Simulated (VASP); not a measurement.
# CuO (P4_2/mmc) in VASP: a series of runs

CuO is run at these levels: RPBE, PBE, r2SCAN-based global hybrid with 35 % exact exchange; tasks: single point.

Program: VASP 6.6.1. These are calculated values, not measurements. Logs are shortened: lines on timing, memory, paths and dates and some standing lists are left out, and cuts for length are marked.

### 1 The cell of the first run

The structure is tetragonal, space group P4_2/mmc (No. 131). The conventional cell has a = 3.352 Å, b = 3.352 Å, c = 4.173 Å, α = 90.00°, β = 90.00°, γ = 90.00°. Cu (site symmetry mmm) has 4 O at 1.97 Å within 2.6 Å. O (site symmetry -4m2) has 4 Cu at 1.97 Å and 2 O at 2.09 Å within 2.6 Å.

### 2 Single point, RPBE

The input, INCAR:

```
SYSTEM = CuO
  PREC = Accurate
  ENCUT = 820
  EDIFF = 1E-6
  ISMEAR = -1
  SIGMA = 0.05
  LREAL = .FALSE.
  LASPH = .TRUE.
  NELM = 120
  ALGO = Normal
  ISIF = 2
  LWAVE = .FALSE.
  LCHARG = .TRUE.
  GGA = RP
  LELF = .TRUE.
  LVHAR = .TRUE.
  NBANDS = 33
  GGA_COMPAT = .FALSE.
```

The input, KPOINTS:

```
regular mesh
0
G
  8 8 6
  0 0 0
```

The input, POSCAR:

```
CuO
1.0
    3.3521935935      0.0000000000      0.0000000000
    0.0000000000      3.3521935935      0.0000000000
    0.0000000000      0.0000000000      4.1734888825
Cu O
2 2
Direct
    0.0000000000      0.5000000000      0.0000000000
    0.5000000000      0.0000000000      0.5000000000
    0.0000000000      0.0000000000      0.2500000000
    0.0000000000      0.0000000000      0.7500000000
```

Potentials or basis: VASP PAW PBE potentials, release 64 (Cu_sv_GW, O).

Command:

```bash
> cat potpaw_PBE.64/Cu_sv_GW/POTCAR potpaw_PBE.64/O/POTCAR > POTCAR
> mpirun -np 1 vasp_std > vasp.out
```

OUTCAR:

```text
SYSTEM = CuO
   PREC = Accurate
   ENCUT = 820
   EDIFF = 1E-6
   ISMEAR = -1
   LREAL = .FALSE.
   LASPH = .TRUE.
   NELM = 120
   ISIF = 2
   GGA = RP

 ion  position               nearest neighbor table
   1  0.000  0.500  0.000-   3 1.97   4 1.97   3 1.97   4 1.97
   2  0.500  0.000  0.500-   3 1.97   4 1.97   3 1.97   4 1.97
   3  0.000  0.000  0.250-   1 1.97   2 1.97   1 1.97   2 1.97
   4  0.000  0.000  0.750-   1 1.97   2 1.97   1 1.97   2 1.97

  LATTYP: Found a simple tetragonal cell.
 ALAT       =     3.3521935935
 C/A-ratio  =     1.2450023443

  Lattice vectors:

 A1 = (   3.3521935935,   0.0000000000,   0.0000000000)
 A2 = (   0.0000000000,   3.3521935935,   0.0000000000)
 A3 = (   0.0000000000,   0.0000000000,   4.1734888825)

Analysis of symmetry for initial positions (statically):
=====================================================================
 Subroutine PRICEL returns:
 Original cell was already a primitive cell.

 Routine SETGRP: Setting up the symmetry group for a
 simple tetragonal supercell.

 Subroutine GETGRP returns: Found 16 space group operations
 (whereof  8 operations were pure point group operations)
 out of a pool of 16 trial point group operations.

The static configuration has the point symmetry D_2h.
 The point group associated with its full space group is D_4h.

Analysis of symmetry for dynamics (positions and initial velocities):
=====================================================================
 Subroutine PRICEL returns:
 Original cell was already a primitive cell.

 Routine SETGRP: Setting up the symmetry group for a
 simple tetragonal supercell.

 Subroutine GETGRP returns: Found 16 space group operations
 (whereof  8 operations were pure point group operations)
 out of a pool of 16 trial point group operations.

The dynamic configuration has the point symmetry D_2h.
 The point group associated with its full space group is D_4h.

 Subroutine INISYM returns: Found 16 space group operations
 (whereof  8 operations are pure point group operations),
 and found     1 'primitive' translations

----------------------------------------------------------------------------------------

                                     Primitive cell

  volume of cell :      46.8983

  direct lattice vectors                    reciprocal lattice vectors
     3.352193594  0.000000000  0.000000000     0.298312127  0.000000000  0.000000000
     0.000000000  3.352193594  0.000000000     0.000000000  0.298312127  0.000000000
     0.000000000  0.000000000  4.173488883     0.000000000  0.000000000  0.239607683

  length of vectors
     3.352193594  3.352193594  4.173488883     0.298312127  0.298312127  0.239607683

  position of ions in fractional coordinates (direct lattice)
     0.000000000  0.500000000  0.000000000
     0.500000000  0.000000000  0.500000000
     0.000000000  0.000000000  0.250000000
     0.000000000  0.000000000  0.750000000

  ion indices of the primitive-cell ions
   primitive index   ion index
                 1           1
                 2           2
                 3           3
                 4           4

----------------------------------------------------------------------------------------

 KPOINTS: regular mesh

Automatic generation of k-mesh.
 Grid dimensions read from file:
 generate k-points for:    8    8    6

 Generating k-lattice:

  Cartesian coordinates                     Fractional coordinates (reciprocal lattice)
     0.037289016  0.000000000  0.000000000     0.125000000  0.000000000  0.000000000
     0.000000000  0.037289016  0.000000000     0.000000000  0.125000000  0.000000000
     0.000000000  0.000000000  0.039934614     0.000000000  0.000000000  0.166666667

  Length of vectors
     0.037289016  0.037289016  0.039934614

  Shift w.r.t. Gamma in fractional coordinates (k-lattice)
     0.000000000  0.000000000  0.000000000

 Subroutine IBZKPT returns following result:
 ===========================================

 Found     60 irreducible k-points:

 Following reciprocal coordinates:
            Coordinates               Weight
  0.000000  0.000000  0.000000      1.000000
  0.125000  0.000000  0.000000      4.000000
  0.250000  0.000000  0.000000      4.000000
  0.375000  0.000000  0.000000      4.000000
  0.500000  0.000000  0.000000      2.000000
  0.125000  0.125000  0.000000      4.000000
[... 16 lines left out ...]
  0.375000  0.125000  0.166667     16.000000
  0.500000  0.125000  0.166667      8.000000
 [... further k-points ...]
   k-points           NKPTS =     60   k-points in BZ     NKDIM =     60   number of bands    NBANDS=     33
   number of dos      NEDOS =    301   number of ions     NIONS =      4
   total plane-waves  NPLWV =  40960
   dimension x,y,z NGX =    32 NGY =   32 NGZ =   40
   dimension x,y,z NGXF=    64 NGYF=   64 NGZF=   80
   ions per type =               2   2
   NGX,Y,Z   is equivalent  to a cutoff of  15.87, 15.87, 15.93 a.u.
   NGXF,Y,Z  is equivalent  to a cutoff of  31.74, 31.74, 31.87 a.u.
 SYSTEM =  CuO
   PREC   = accura    normal or accurate (medium, high low for compatibility)
   ISTART =      0    job   : 0-new  1-cont  2-samecut
   ICHARG =      2    charge: 1-file 2-atom 10-const
   ISPIN  =      1    spin polarized calculation?
   LNONCOLLINEAR =      F non collinear calculations
   LSORBIT =      F    spin-orbit coupling
   LASPH  =      T    aspherical Exc in radial PAW
   ENCUT  =  820.0 eV  60.27 Ry    7.76 a.u.   7.83  7.83  9.74*2*pi/ulx,y,z
   NELM   =    120;   NELMIN=  2; NELMDL= -5     # of ELM steps
   EDIFF  = 0.1E-05   stopping-criterion for ELM
   LREAL  =      F    real-space projection
   EDIFFG = 0.1E-04   stopping-criterion for IOM
   NSW    =      0    number of steps for IOM
   IBRION =     -1    ionic relax: 0-MD 1-quasi-New 2-CG
   NFREE  =      0    steps in history (QN), initial steepest desc. (CG)
   ISIF   =      2    stress and relaxation
   ISYM   =      2    0-nonsym 1-usesym 2-fastsym
   POTIM  = 0.5000    time-step for ionic-motion
   TEBEG  =    0.0;   TEEND  =   0.0 temperature during run
   PSTRESS=    0.0 pullay stress
   NELECT =      50.0000    total number of electrons
   NUPDOWN=      -1.0000    fix difference up-down
   EMIN   =  10.00;   EMAX   =-10.00  energy-range for DOS
   EFERMI =   0.00;   METHOD = LEGACY
   ISMEAR =    -1;   SIGMA  =   0.05  broadening in eV -4-tet -1-fermi 0-gaus
   EFERMI_NEDOS =   21; number of points for ismear=-14 and -15
   IALGO  =     38    algorithm
   IMIX   =      4    mixing-type and parameters
     AMIX     =   0.40;   BMIX     =  1.00
     AMIX_MAG =   1.60;   BMIX_MAG =  1.00
  volume/ion in A,a.u.               =      11.72        79.12
  Fermi-wavevector in a.u.,A,eV,Ry     =   1.672421  3.160418 38.055399  2.796993
  Thomas-Fermi vector in A             =   2.757571
   LORBIT       =      0    0 simple, 1 ext, 2 COOP (PROOUT), +10 PAW based schemes
   GGA     = RP    functional components
   LHFCALC =     F    Hartree Fock is set to
   AEXX    =    0.0000 exact exchange contribution
   IVDW    =     0    specifies the selected vdW correction
   LEPSILON=     F    determine dielectric tensor
   LRPA    =     F    only Hartree local field effects (RPA)
 non-spin polarized calculation
  energy-cutoff  :      820.00
  volume of cell :       46.90
 maximum number of plane-waves:      2524
 NGX is ok and might be reduce to    32
   NGX = 15   NGY = 15   NGZ = 19

 number of electron      49.9999972 magnetization

 Free energy of the ion-electron system (eV)
  ---------------------------------------------------
  ext. energy  EPLUGINS =         0.00000000
  ---------------------------------------------------
  free energy    TOTEN  =       -16.68245346 eV

  energy without entropy =      -16.66385347  energy(sigma->0) =      -16.67315346

 E-fermi :   4.9346     XC(G=0): -11.0415

 val. band max:        4.9343898421   @ k =   0.2500   0.1250   0.1667
 cond. band min:       4.9555140569   @ k =   0.1250   0.0000   0.5000
 fundamental gap:      0.0211242147
 Fermi energy:         4.9346295755

 k-point     1 :       0.0000    0.0000    0.0000
  band No.  band energies     occupation
      1    -107.9318      2.00000
      2    -107.9311      2.00000
      3     -65.3595      2.00000
      4     -65.3595      2.00000
      5     -65.2608      2.00000
      6     -65.2543      2.00000
[... 25 lines left out ...]
     32      16.4906      0.00000
     33      18.6188      0.00000

 k-point     2 :       0.1250    0.0000    0.0000
  band No.  band energies     occupation
      1    -107.9317      2.00000
      2    -107.9310      2.00000
      3     -65.3598      2.00000
      4     -65.3595      2.00000
      5     -65.2605      2.00000
      6     -65.2544      2.00000
[... 25 lines left out ...]
     32      16.8254      0.00000
     33      18.5071      0.00000

 k-point     3 :       0.2500    0.0000    0.0000
  band No.  band energies     occupation
      1    -107.9316      2.00000
      2    -107.9312      2.00000
      3     -65.3607      2.00000
      4     -65.3595      2.00000
      5     -65.2597      2.00000
      6     -65.2551      2.00000
[... 25 lines left out ...]
     32      17.6839      0.00000
     33      18.1374      0.00000

 k-point     4 :       0.3750    0.0000    0.0000
  band No.  band energies     occupation
      1    -107.9316      2.00000
      2    -107.9312      2.00000
      3     -65.3617      2.00000
      4     -65.3595      2.00000
      5     -65.2585      2.00000
      6     -65.2561      2.00000
[... 25 lines left out ...]
     32      16.8778      0.00000
     33      18.5334      0.00000

 k-point     5 :       0.5000    0.0000    0.0000
  band No.  band energies     occupation
      1    -107.9313      2.00000
      2    -107.9313      2.00000
      3     -65.3620      2.00000
      4     -65.3594      2.00000
      5     -65.2573      2.00000
      6     -65.2571      2.00000
[... 604 lines left out ...]
 k-point    22 :       0.2500    0.1250    0.1667
  band No.  band energies     occupation
      1    -107.9315      2.00000
      2    -107.9311      2.00000
      3     -65.3610      2.00000
      4     -65.3594      2.00000
      5     -65.2592      2.00000
      6     -65.2555      2.00000
[... 25 lines left out ...]
     32      16.5845      0.00000
     33      18.8971      0.00000

 k-point    23 :       0.3750    0.1250    0.1667
  band No.  band energies     occupation
      1    -107.9315      2.00000
      2    -107.9312      2.00000
      3     -65.3620      2.00000
      4     -65.3594      2.00000
      5     -65.2583      2.00000
      6     -65.2563      2.00000
[... 25 lines left out ...]
     32      16.5378      0.00000
     33      18.9758      0.00000

 k-point    24 :       0.5000    0.1250    0.1667
  band No.  band energies     occupation
      1    -107.9314      2.00000
      2    -107.9314      2.00000
      3     -65.3624      2.00000
      4     -65.3594      2.00000
      5     -65.2574      2.00000
      6     -65.2573      2.00000
[... 25 lines left out ...]
     32      16.4233      0.00000
     33      19.5595      0.00000

 [... further k-points ...]

------------------------ aborting loop because EDIFF is reached ----------------------------------------

  FORCE on cell =-STRESS in cart. coord.  units (eV):
  Direction    XX          YY          ZZ          XY          YZ          ZX
  --------------------------------------------------------------------------------------
  -------------------------------------------------------------------------------------
  Total       -1.3299826     -1.3299826     11.1192630      0.0000000      0.0000000      0.0000000
  in kB      -45.4358958    -45.4358958    379.8648784      0.0000000      0.0000000      0.0000000
  external PRESSURE =      96.3310290 kB  Pullay stress =       0.0000000 kB

 VOLUME and BASIS-vectors are now :
 -----------------------------------------------------------------------------
  energy-cutoff  :      820.00
  volume of cell :       46.90
      direct lattice vectors                 reciprocal lattice vectors
     3.352193594  0.000000000  0.000000000     0.298312127  0.000000000  0.000000000
     0.000000000  3.352193594  0.000000000     0.000000000  0.298312127  0.000000000
     0.000000000  0.000000000  4.173488883     0.000000000  0.000000000  0.239607683

 POSITION                                       TOTAL-FORCE (eV/Angst)
 -----------------------------------------------------------------------------------
      0.00000      1.67610      0.00000         0.000000      0.000000     -0.000000
      1.67610      0.00000      2.08674         0.000000      0.000000     -0.000000
      0.00000      0.00000      1.04337         0.000000      0.000000      0.000000
      0.00000      0.00000      3.13012         0.000000      0.000000     -0.000000
 -----------------------------------------------------------------------------------
    total drift:                                0.000000      0.000000     -0.000000

  FREE ENERGIE OF THE ION-ELECTRON SYSTEM (eV)
  ---------------------------------------------------
  free  energy   TOTEN  =       -16.6824534606 eV

  energy  without entropy=      -16.6638534689  energy(sigma->0) =      -16.67315346
```

Run time: 2.4 min. Hardware: 1 thread of Intel Xeon Platinum 8559C (Emerald Rapids), shared host; peak memory 0.32 GiB.

What came out:

```yaml
Free_energy: -16.6825 eV
Pressure: 9.6 GPa
Band_gap_on_the_k_mesh: zero (bands 25 and 26 overlap by 1.87 eV)
```

Levels at points of the mesh, in eV from the Fermi level:
```
           k point  band 21  band 22  band 23  band 24  band 25  band 26  band 27  band 28  band 29  band 30
(0.00, 0.00, 0.00)    -2.45    -2.42    -1.34     0.42     0.58     0.71     0.71     6.18     7.59     9.77
(0.50, 0.00, 0.00)    -2.52    -1.96    -1.88    -1.87     0.59     1.00     3.83     4.32     6.62    10.01
(0.50, 0.50, 0.00)    -2.42    -2.25    -1.86    -1.61    -1.61     0.52     1.39     8.33     8.33     8.98
(0.00, 0.00, 0.50)    -2.07    -2.07    -1.77    -1.77    -0.05    -0.05     2.30     2.30    10.08    10.08
(0.50, 0.00, 0.50)    -2.53    -2.33    -1.98    -1.92    -0.74     0.46     3.85     5.32     6.19     6.28
(0.50, 0.50, 0.50)    -1.93    -1.93    -1.73    -1.73    -1.18    -1.18     3.43     3.43     8.83     8.83
```

Caveat: the stress differs along the axes, from -5 to 38 GPa; the PAW data sets were made with another functional, which shifts forces and pressure a little; semilocal functionals often make such compounds metallic where correlation or magnetic order opens a gap, which also shifts bond lengths. With open d or f shells a metallic result of RPBE can be an artefact of self-interaction; +U or a hybrid may open a gap.

### 3 Single point, RPBE

This run uses another cell than the first one, of 12.22 Å³/atom.

The input, INCAR:

```
SYSTEM = CuO
ALGO     = Normal         ! electronic algorithm
EDIFF    = 1E-6           ! SCF threshold, eV
ENCUT    = 820            ! plane-wave cutoff, eV
GGA      = RP             ! functional
GGA_COMPAT= .FALSE.      
ISIF     = 2              ! what is computed and relaxed
ISMEAR   = -1             ! smearing method
LASPH    = .TRUE.         ! aspherical terms in the spheres
LCHARG   = .FALSE.        ! write CHGCAR
LREAL    = .FALSE.        ! projectors in reciprocal space
LWAVE    = .FALSE.        ! write WAVECAR
NBANDS   = 33             ! bands
NELM     = 120            ! most SCF steps
PREC     = Accurate       ! precision mode
SIGMA    = 0.05           ! smearing width, eV
```

The input, KPOINTS:

```
k-points
0
G
  8 8 6
  0 0 0
```

The input, POSCAR:

```
CuO
1.0
    3.3990834929      0.0000000000      0.0000000000
    0.0000000000      3.3990834929      0.0000000000
    0.0000000000      0.0000000000      4.2318669172
Cu O
2 2
Direct
    0.0000000000      0.5000000000      0.0000000000
    0.5000000000      0.0000000000      0.5000000000
    0.0000000000      0.0000000000      0.2500000000
    0.0000000000      0.0000000000      0.7500000000
```

Potentials or basis: VASP PAW PBE potentials, release 64 (Cu_sv_GW, O).

Command:

```bash
> cat potpaw_PBE.64/Cu_sv_GW/POTCAR potpaw_PBE.64/O/POTCAR > POTCAR
> mpirun -np 1 vasp_std > vasp.out
```

Run time: 1.9 min. Hardware: 1 thread of Intel Xeon Platinum 8559C (Emerald Rapids), shared host; peak memory 0.33 GiB.

Results (log left out):

* Free energy: -16.7691 eV
* Pressure: 3.4 GPa
* Band gap on the k mesh: zero (bands 25 and 26 overlap by 1.81 eV)

Stress tensor (GPa, compression positive):
```
-9.41  0.00  0.00
 0.00 -9.41  0.00
 0.00  0.00 29.12
```

Levels at points of the mesh, in eV from the Fermi level:
```csv
k point,band 23,band 24,band 25,band 26,band 27,band 28
"(0.00, 0.00, 0.00)",-1.28,0.42,0.53,0.67,0.67,6.15
"(0.50, 0.00, 0.00)",-1.78,-1.77,0.56,0.96,3.82,4.19
"(0.50, 0.50, 0.00)",-1.81,-1.53,-1.53,0.74,1.34,8.05
"(0.00, 0.00, 0.50)",-1.69,-1.69,-0.04,-0.04,2.28,2.28
"(0.50, 0.00, 0.50)",-1.89,-1.82,-0.74,0.44,3.90,5.21
"(0.50, 0.50, 0.50)",-1.64,-1.64,-1.16,-1.16,3.53,3.53
```

Caveat: the stress differs along the axes, from -9 to 29 GPa; the PAW data sets were made with another functional, which shifts forces and pressure a little; semilocal functionals often make such compounds metallic where correlation or magnetic order opens a gap, which also shifts bond lengths.

[end of part 1 of 3]

The gap in the log of VASP goes by the Fermi energy; the results here count the filled bands.